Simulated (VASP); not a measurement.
# Sb (P4/mbm) in VASP: notebook

Runs on Sb. Level: PBE. Tasks: single point.

Everything below comes from runs of VASP 6.6.1. Logs are shortened: lines on timing, memory, paths and dates and some standing lists are left out, and cuts for length are marked.

### Step 1. The cell of the first run

The structure is tetragonal, space group P4/mbm (No. 127). Conventional cell: a = 7.561 Å, b = 7.561 Å, c = 2.773 Å, α = 90.00°, β = 90.00°, γ = 90.00°. Sb (site symmetry m2m) has 4 Sb at 2.77 to 2.79 Å within 3.7 Å. Sb (site symmetry 4/m) has 6 Sb at 2.77 to 2.79 Å within 3.7 Å.

### Step 2. Single point, PBE

The input, INCAR:

```
PREC     = Accurate       # precision mode
ENCUT    = 520            # plane-wave cutoff, eV
EDIFF    = 1E-6           # SCF threshold, eV
ISMEAR   = 0              # smearing method
SIGMA    = 0.1            # smearing width, eV
LREAL    = False          # projectors in reciprocal space
LASPH    = True           # aspherical terms in the spheres
NELM     = 80             # most SCF steps
ALGO     = Normal         # electronic algorithm
ISIF     = 2              # what is computed and relaxed
LWAVE    = False          # write WAVECAR
LCHARG   = True           # write CHGCAR
GGA      = PE             # functional
LELF     = True           # ELF
LVHAR    = True         
NBANDS   = 24             # bands
```

The input, KPOINTS:

```
Automatic mesh
0
Gamma
  2 2 6
```

The input, POSCAR:

```
Sb
1.0
    7.5612471300      0.0000000000      0.0000000000
    0.0000000000      7.5612471300      0.0000000000
    0.0000000000      0.0000000000      2.7725920800
Sb
6
Direct
    0.1767953900      0.3232046100      0.0000000000
    0.3232046100      0.8232046100      0.0000000000
    0.8232046100      0.6767953900      0.0000000000
    0.6767953900      0.1767953900      0.0000000000
    0.0000000000      0.0000000000      0.0000000000
    0.5000000000      0.5000000000      0.0000000000
```

Potentials or basis: VASP PAW PBE potentials, release 64 (Sb).

Run with:

```console
$ cat potpaw_PBE.64/Sb/POTCAR > POTCAR
$ mpirun -np 1 vasp_std > vasp.out
```

OUTCAR:

```text
PREC = Accurate
   ENCUT = 520
   EDIFF = 1E-6
   ISMEAR = 0
   LREAL = False
   LASPH = True
   NELM = 80
   ISIF = 2
   GGA = PE

 ion  position               nearest neighbor table
   1  0.177  0.323  0.000-   5 2.79   6 2.79   3 3.78
   2  0.323  0.823  0.000-   5 2.79   6 2.79   4 3.78
   3  0.823  0.677  0.000-   5 2.79   6 2.79   1 3.78
   4  0.677  0.177  0.000-   5 2.79   6 2.79   2 3.78
   5  0.000  0.000  0.000-   1 2.79   2 2.79   3 2.79   4 2.79
   6  0.500  0.500  0.000-   1 2.79   2 2.79   3 2.79   4 2.79

  LATTYP: Found a simple tetragonal cell.
 ALAT       =     7.5612471300
 C/A-ratio  =     0.3666844943

  Lattice vectors:

 A1 = (   7.5612471300,   0.0000000000,   0.0000000000)
 A2 = (   0.0000000000,   7.5612471300,   0.0000000000)
 A3 = (   0.0000000000,   0.0000000000,   2.7725920800)

Analysis of symmetry for initial positions (statically):
=====================================================================
 Subroutine PRICEL returns:
 Original cell was already a primitive cell.

 Routine SETGRP: Setting up the symmetry group for a
 simple tetragonal supercell.

 Subroutine GETGRP returns: Found 16 space group operations
 (whereof  8 operations were pure point group operations)
 out of a pool of 16 trial point group operations.

The static configuration has the point symmetry C_4h.
 The point group associated with its full space group is D_4h.

Analysis of symmetry for dynamics (positions and initial velocities):
=====================================================================
 Subroutine PRICEL returns:
 Original cell was already a primitive cell.

 Routine SETGRP: Setting up the symmetry group for a
 simple tetragonal supercell.

 Subroutine GETGRP returns: Found 16 space group operations
 (whereof  8 operations were pure point group operations)
 out of a pool of 16 trial point group operations.

The dynamic configuration has the point symmetry C_4h.
 The point group associated with its full space group is D_4h.

 Subroutine INISYM returns: Found 16 space group operations
 (whereof  8 operations are pure point group operations),
 and found     1 'primitive' translations

----------------------------------------------------------------------------------------

                                     Primitive cell

  volume of cell :     158.5159

  direct lattice vectors                    reciprocal lattice vectors
     7.561247130  0.000000000  0.000000000     0.132253315  0.000000000  0.000000000
     0.000000000  7.561247130  0.000000000     0.000000000  0.132253315  0.000000000
     0.000000000  0.000000000  2.772592080     0.000000000  0.000000000  0.360673323

  length of vectors
     7.561247130  7.561247130  2.772592080     0.132253315  0.132253315  0.360673323

  position of ions in fractional coordinates (direct lattice)
     0.176795390  0.323204610  0.000000000
     0.323204610  0.823204610  0.000000000
     0.823204610  0.676795390  0.000000000
     0.676795390  0.176795390  0.000000000
     0.000000000  0.000000000  0.000000000
     0.500000000  0.500000000  0.000000000

  ion indices of the primitive-cell ions
   primitive index   ion index
                 1           1
                 2           2
                 3           3
                 4           4
                 5           5
                 6           6

----------------------------------------------------------------------------------------

 KPOINTS: Automatic mesh

Automatic generation of k-mesh.
 Grid dimensions read from file:
 generate k-points for:    2    2    6

 Generating k-lattice:

  Cartesian coordinates                     Fractional coordinates (reciprocal lattice)
     0.066126658  0.000000000  0.000000000     0.500000000  0.000000000  0.000000000
     0.000000000  0.066126658  0.000000000     0.000000000  0.500000000  0.000000000
     0.000000000  0.000000000  0.060112221     0.000000000  0.000000000  0.166666667

  Length of vectors
     0.066126658  0.066126658  0.060112221

  Shift w.r.t. Gamma in fractional coordinates (k-lattice)
     0.000000000  0.000000000  0.000000000

 Subroutine IBZKPT returns following result:
 ===========================================

 Found     12 irreducible k-points:

 Following reciprocal coordinates:
            Coordinates               Weight
  0.000000  0.000000  0.000000      1.000000
  0.500000  0.000000  0.000000      2.000000
  0.500000  0.500000  0.000000      1.000000
  0.000000  0.000000  0.166667      2.000000
  0.500000  0.000000  0.166667      4.000000
  0.500000  0.500000  0.166667      2.000000
  0.000000  0.000000  0.333333      2.000000
  0.500000  0.000000  0.333333      4.000000
  0.500000  0.500000  0.333333      2.000000
  0.000000  0.000000  0.500000      1.000000
  0.500000  0.000000  0.500000      2.000000
  0.500000  0.500000  0.500000      1.000000
   k-points           NKPTS =     12   k-points in BZ     NKDIM =     12   number of bands    NBANDS=     24
   number of dos      NEDOS =    301   number of ions     NIONS =      6
   total plane-waves  NPLWV =  75264
   dimension x,y,z NGX =    56 NGY =   56 NGZ =   24
   dimension x,y,z NGXF=   112 NGYF=  112 NGZF=   48
   ions per type =               6
   NGX,Y,Z   is equivalent  to a cutoff of  12.31, 12.31, 14.39 a.u.
   NGXF,Y,Z  is equivalent  to a cutoff of  24.62, 24.62, 28.78 a.u.
 SYSTEM =  unknown system
   PREC   = accura    normal or accurate (medium, high low for compatibility)
   ISTART =      0    job   : 0-new  1-cont  2-samecut
   ICHARG =      2    charge: 1-file 2-atom 10-const
   ISPIN  =      1    spin polarized calculation?
   LNONCOLLINEAR =      F non collinear calculations
   LSORBIT =      F    spin-orbit coupling
   LASPH  =      T    aspherical Exc in radial PAW
   ENCUT  =  520.0 eV  38.22 Ry    6.18 a.u.  14.06 14.06  5.16*2*pi/ulx,y,z
   NELM   =     80;   NELMIN=  2; NELMDL= -5     # of ELM steps
   EDIFF  = 0.1E-05   stopping-criterion for ELM
   LREAL  =      F    real-space projection
[... 7 lines left out ...]
   TEBEG  =    0.0;   TEEND  =   0.0 temperature during run
   PSTRESS=    0.0 pullay stress
   NELECT =      30.0000    total number of electrons
   NUPDOWN=      -1.0000    fix difference up-down
   EMIN   =  10.00;   EMAX   =-10.00  energy-range for DOS
   EFERMI =   0.00;   METHOD = LEGACY
   ISMEAR =     0;   SIGMA  =   0.10  broadening in eV -4-tet -1-fermi 0-gaus
   EFERMI_NEDOS =   21; number of points for ismear=-14 and -15
   IALGO  =     38    algorithm
   IMIX   =      4    mixing-type and parameters
     AMIX     =   0.40;   BMIX     =  1.00
     AMIX_MAG =   1.60;   BMIX_MAG =  1.00
  volume/ion in A,a.u.               =      26.42       178.29
  Fermi-wavevector in a.u.,A,eV,Ry     =   0.939920  1.776192 12.020066  0.883450
  Thomas-Fermi vector in A             =   2.067280
   LORBIT       =      0    0 simple, 1 ext, 2 COOP (PROOUT), +10 PAW based schemes
   GGA     = PE    functional components
   LHFCALC =     F    Hartree Fock is set to
   AEXX    =    0.0000 exact exchange contribution
   IVDW    =     0    specifies the selected vdW correction
   LEPSILON=     F    determine dielectric tensor
   LRPA    =     F    only Hartree local field effects (RPA)
 non-spin polarized calculation
 Gauss-broadening in eV      SIGMA  =   0.10
  energy-cutoff  :      520.00
  volume of cell :      158.52
 maximum number of plane-waves:      4290
   NGX = 29   NGY = 29   NGZ = 11

 number of electron      29.9999997 magnetization

 Free energy of the ion-electron system (eV)
  ---------------------------------------------------
  ext. energy  EPLUGINS =         0.00000000
  ---------------------------------------------------
  free energy    TOTEN  =       -20.51247251 eV

  energy without entropy =      -20.49201823  energy(sigma->0) =      -20.50224537

 E-fermi :   8.6729     XC(G=0): -10.0448

 val. band max:        8.6292432223   @ k =   0.5000   0.0000   0.3333
 cond. band min:       8.7161628567   @ k =   0.0000   0.0000   0.0000
 fundamental gap:      0.0869196343
 Fermi energy:         8.6728660991

 k-point     1 :       0.0000    0.0000    0.0000
  band No.  band energies     occupation
      1      -5.5152      2.00000
      2      -4.0992      2.00000
      3      -2.9525      2.00000
      4      -2.9525      2.00000
      5      -2.1567      2.00000
      6      -0.0417      2.00000
[... 16 lines left out ...]
     23      15.5476      0.00000
     24      16.4485      0.00000

 k-point     2 :       0.5000    0.0000    0.0000
  band No.  band energies     occupation
      1      -5.0241      2.00000
      2      -5.0241      2.00000
      3      -2.6118      2.00000
      4      -2.6118      2.00000
      5      -1.5823      2.00000
      6      -1.5823      2.00000
[... 16 lines left out ...]
     23      16.0760      0.00000
     24      16.0760      0.00000

 k-point     3 :       0.5000    0.5000    0.0000
  band No.  band energies     occupation
      1      -4.9135      2.00000
      2      -4.9135      2.00000
      3      -3.2393      2.00000
      4      -3.2393      2.00000
      5      -0.6560      2.00000
      6      -0.6560      2.00000
[... 16 lines left out ...]
     23      15.7823      0.00000
     24      15.7823      0.00000

 k-point     4 :       0.0000    0.0000    0.1667
  band No.  band energies     occupation
      1      -4.9585      2.00000
      2      -3.5455      2.00000
      3      -2.3973      2.00000
      4      -2.3973      2.00000
      5      -1.5999      2.00000
      6       0.5058      2.00000
[... 16 lines left out ...]
     23      12.7515      0.00000
     24      12.9289      0.00000

 k-point     5 :       0.5000    0.0000    0.1667
  band No.  band energies     occupation
      1      -4.4680      2.00000
      2      -4.4680      2.00000
      3      -2.0562      2.00000
      4      -2.0562      2.00000
      5      -1.0314      2.00000
      6      -1.0314      2.00000
[... 16 lines left out ...]
     23      13.4115      0.00000
     24      13.4115      0.00000

 k-point     6 :       0.5000    0.5000    0.1667
  band No.  band energies     occupation
      1      -4.3576      2.00000
      2      -4.3576      2.00000
      3      -2.6840      2.00000
      4      -2.6840      2.00000
      5      -0.1045      2.00000
      6      -0.1045      2.00000
[... 16 lines left out ...]
     23      14.2663      0.00000
     24      14.2663      0.00000

 k-point     7 :       0.0000    0.0000    0.3333
  band No.  band energies     occupation
      1      -3.3190      2.00000
      2      -1.9147      2.00000
      3      -0.7540      2.00000
      4      -0.7540      2.00000
      5       0.0819      2.00000
      6       2.1863      2.00000
[... 16 lines left out ...]
     23      12.8760      0.00000
     24      12.8760      0.00000

 k-point     8 :       0.5000    0.0000    0.3333
  band No.  band energies     occupation
      1      -2.8302      2.00000
      2      -2.8302      2.00000
      3      -0.4004      2.00000
      4      -0.4004      2.00000
      5       0.6037      2.00000
      6       0.6037      2.00000
[... 16 lines left out ...]
     23      13.7440      0.00000
     24      13.7440      0.00000

 k-point     9 :       0.5000    0.5000    0.3333
  band No.  band energies     occupation
      1      -2.7194      2.00000
      2      -2.7194      2.00000
      3      -1.0420      2.00000
      4      -1.0420      2.00000
      5       1.5776      2.00000
      6       1.5776      2.00000
[... 16 lines left out ...]
     23      13.3380      0.00000
     24      13.3380      0.00000

 k-point    10 :       0.0000    0.0000    0.5000
  band No.  band energies     occupation
      1      -1.5105      2.00000
      2      -0.1073      2.00000
      3       1.1194      2.00000
      4       1.1194      2.00000
      5       1.4905      2.00000
      6       2.2391      2.00000
[... 16 lines left out ...]
     23      12.4487      0.00000
     24      12.4487      0.00000

 k-point    11 :       0.5000    0.0000    0.5000
  band No.  band energies     occupation
      1      -1.0206      2.00000
      2      -1.0206      2.00000
      3       1.5576      2.00000
      4       1.5576      2.00000
      5       1.9604      2.00000
      6       1.9604      2.00000
[... 16 lines left out ...]
     23      12.3605      0.00000
     24      12.3605      0.00000

 k-point    12 :       0.5000    0.5000    0.5000
  band No.  band energies     occupation
      1      -0.9054      2.00000
      2      -0.9054      2.00000
      3       0.8216      2.00000
      4       0.8216      2.00000
      5       2.0551      2.00000
      6       2.0551      2.00000
[... 16 lines left out ...]
     23      12.3189      0.00000
     24      12.3191      0.00000

------------------------ aborting loop because EDIFF is reached ----------------------------------------

  FORCE on cell =-STRESS in cart. coord.  units (eV):
  Direction    XX          YY          ZZ          XY          YZ          ZX
  --------------------------------------------------------------------------------------
  -------------------------------------------------------------------------------------
  Total       19.3248737     19.3248737     24.1691286     -0.0000000      0.0000000      0.0000000
  in kB      195.3234571    195.3234571    244.2860863     -0.0000000      0.0000000      0.0000000
  external PRESSURE =     211.6443335 kB  Pullay stress =       0.0000000 kB

 VOLUME and BASIS-vectors are now :
 -----------------------------------------------------------------------------
  energy-cutoff  :      520.00
  volume of cell :      158.52
      direct lattice vectors                 reciprocal lattice vectors
     7.561247130  0.000000000  0.000000000     0.132253315  0.000000000  0.000000000
     0.000000000  7.561247130  0.000000000     0.000000000  0.132253315  0.000000000
     0.000000000  0.000000000  2.772592080     0.000000000  0.000000000  0.360673323

 POSITION                                       TOTAL-FORCE (eV/Angst)
 -----------------------------------------------------------------------------------
      1.33679      2.44383      0.00000        -0.875879      0.875879     -0.000000
      2.44383      6.22445      0.00000         0.875879      0.875879     -0.000000
      6.22445      5.11742      0.00000         0.875879     -0.875879      0.000000
      5.11742      1.33679      0.00000        -0.875879     -0.875879     -0.000000
      0.00000      0.00000      0.00000        -0.000000      0.000000     -0.000000
      3.78062      3.78062      0.00000        -0.000000      0.000000     -0.000000
 -----------------------------------------------------------------------------------
    total drift:                               -0.000000      0.000000      0.000000

  FREE ENERGIE OF THE ION-ELECTRON SYSTEM (eV)
  ---------------------------------------------------
  free  energy   TOTEN  =       -20.5124725077 eV

  energy  without entropy=      -20.4920182269  energy(sigma->0) =      -20.50224537
```

It took 27 s on 1 thread of Intel Xeon 6975P-C (Granite Rapids), shared host; peak memory 0.25 GiB.

Results:

```yaml
Free_energy: -20.5125 eV
Pressure: 21.2 GPa
Largest_force: 1.239 eV/Å
Band_gap_on_the_k_mesh: zero (band 15 reaches 10.31 eV, above the bottom of band 16 at 7.72 eV)
```

Forces on the atoms (eV/Å):
```
Sb  -0.876  0.876  0.000
Sb   0.876  0.876  0.000
Sb   0.876 -0.876  0.000
Sb  -0.876 -0.876  0.000
Sb   0.000  0.000  0.000
Sb   0.000  0.000  0.000
```

Levels at points of the mesh, in eV from the Fermi level:
| k point | band 10 | band 11 | band 12 | band 13 | band 14 | band 15 | band 16 | band 17 | band 18 | band 19 |
| --- | --- | --- | --- | --- | --- | --- | --- | --- | --- | --- |
| (0.00, 0.00, 0.00) | -1.99 | -1.99 | -1.83 | -1.21 | 0.04 | 0.26 | 0.26 | 3.52 | 3.52 | 3.80 |
| (0.50, 0.00, 0.00) | -4.37 | -3.07 | -3.07 | -0.69 | -0.69 | 1.64 | 1.64 | 3.31 | 3.31 | 4.92 |
| (0.50, 0.50, 0.00) | -3.91 | -2.30 | -2.30 | -0.86 | -0.86 | -0.12 | -0.12 | 5.01 | 5.01 | 5.97 |
| (0.00, 0.00, 0.50) | -4.54 | -3.94 | -3.64 | -3.64 | -3.14 | -1.22 | 1.31 | 1.64 | 1.64 | 2.17 |
| (0.50, 0.00, 0.50) | -4.72 | -3.86 | -3.86 | -2.00 | -2.00 | -0.58 | -0.58 | 0.33 | 0.33 | 2.78 |
| (0.50, 0.50, 0.50) | -4.73 | -3.46 | -3.46 | -3.37 | -3.37 | -0.42 | -0.42 | 1.33 | 1.33 | 2.66 |

Caveat: the k points lie up to 0.42 Å⁻¹ apart; spin-orbit coupling is left out, which moves the levels of the heavy elements; forces of over 1 eV/Å act on the atoms, so gaps and moduli don't describe the material at rest.

(Part 1 of 2 ends here.)
